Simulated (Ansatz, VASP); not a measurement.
## One calculation of CdH2, two programs

```
Cd H
1.0
     0.00000    2.52717    2.52717
     2.52717    0.00000    2.52717
     2.52717    2.52717    0.00000
Cd H
1 2
Direct
  0.00000 0.00000 0.00000
  0.25000 0.25000 0.25000
  0.75000 0.75000 0.75000
```

Alike in both runs: task single point; functional PBE; k mesh 6 × 6 × 6; occupations fermi-dirac, width 0.02 eV; no spin polarisation.

|  | VASP | Ansatz |
| --- | --- | --- |
| version | VASP 6.6.1 | Ansatz 0.2.0 |
| potentials or method | VASP PAW PBE potentials, release 64 (Cd, H) | plane waves, PAW |
| plane-wave cutoff (eV) | 520 | 420 |
| valence electrons in the cell | 14 | 22 |

```tsv
	VASP	Ansatz	Ansatz less VASP
pressure (GPa)	1.9	1.4	-0.48
```

With one functional, cell and mesh, what is left measures potentials, basis and numerics. VASP's potentials hold 14 valence electrons a cell and Ansatz's 22, so a difference there can come from the potentials and not from the codes.
